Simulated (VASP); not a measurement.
Crystal: NaH.

```
CELL_PARAMETERS angstrom
2.95512 0.00000 0.00000
0.00000 2.95512 0.00000
0.00000 0.00000 2.95512
ATOMIC_POSITIONS crystal
Na 0.00000 0.00000 0.00000
H 0.50000 0.50000 0.50000
```

```yaml
Program: VASP 6.6.1
Task: relaxation of cell and atoms
Functional: PBE
Dispersion: D4
Potentials_or_basis: VASP PAW PBE potentials, release 64 (Na_pv, H)
Cutoff: 600 eV
k_mesh: 9 × 9 × 9
Occupations: fermi-dirac, width 0.05 eV
Spin: no spin polarisation
```

At the start: pressure 2.0 GPa; volume 12.90 Å³/atom.

Question: Where does the relaxation end?

Answer: Over 7 steps the energy falls by 37.6 meV/atom and the volume is 14.40 Å³/atom (+11.6 %); space group Pm-3m (No. 221, to 0.05 Å).

The path:
| step | energy change (eV) | largest force (eV/Å) | pressure (GPa) | volume (Å³) |
| --- | --- | --- | --- | --- |
| 1 | 0.0000 | 0.0000 | 1.97 | 25.81 |
| 2 | -0.0109 | 0.0000 | 4.12 | 26.40 |
| 3 | -0.0714 | 0.0000 | 2.43 | 28.25 |
| 4 | -0.0177 | 0.0000 | -3.99 | 32.18 |
| 5 | -0.0702 | 0.0000 | -1.86 | 29.58 |
| 6 | -0.0750 | 0.0000 | -0.53 | 28.98 |
| 7 | -0.0753 | 0.0000 | 0.10 | 28.79 |

Final structure:
```yaml
crystal:
  lattice:
    - [3.06497, 0.00000, 0.00000]
    - [0.00000, 3.06497, 0.00000]
    - [0.00000, 0.00000, 3.06497]
  atoms:
    - { symbol: Na, position: [0.00000, 0.00000, 0.00000] }
    - { symbol: H, position: [0.50000, 0.50000, 0.50000] }
```
